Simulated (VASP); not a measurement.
## Pt: single point with PBEsol

Crystal: Pt.

```
CELL_PARAMETERS angstrom
0.00000 1.92853 1.92853
1.92853 0.00000 1.92853
1.92853 1.92853 0.00000
ATOMIC_POSITIONS crystal
Pt 0.00000 0.00000 0.00000
```

This cell differs from its parent crystal: strain -0.015 along x and y, -0.015 along z.

```
Program             : VASP 6.6.1
Task                : single point
Functional          : PBEsol
Potentials or basis : VASP PAW PBE potentials, release 64 (Pt)
Cutoff              : 520 eV
k mesh              : 20 × 20 × 20
Occupations         : gaussian, width 0.15 eV
Spin                : no spin polarisation
```

| Property | Result |
| --- | --- |
| Pressure | 15.0 GPa |
| Band gap on the k mesh | zero (band 5 reaches 12.64 eV, above the bottom of band 6 at 10.20 eV) |

Levels at points of the mesh, in eV from the Fermi level:
```
           k point  band 2  band 3  band 4  band 5  band 6  band 7  band 8  band 9
(0.00, 0.00, 0.00)   -4.14   -4.14   -4.14   -1.77   -1.77   14.45   19.70   19.70
(0.50, 0.00, 0.00)   -4.21   -4.21   -0.77    0.05    0.05    6.19   14.02   19.27
(0.50, 0.50, 0.00)   -7.21    0.02    0.54    0.54    1.60    9.38   11.48   11.48
```

Run time: 23 s on 1 thread of Intel(R) Xeon(R) Platinum 8375C CPU @ 2.90GHz (Ice Lake), with other jobs on the host, peak memory 0.15 GiB.

Caveat: the cell differs from its parent crystal (strain -0.015 along x and y, -0.015 along z); the PAW data sets were made with another functional, which shifts forces and pressure a little; spin-orbit coupling is left out, which moves the levels of the heavy elements.
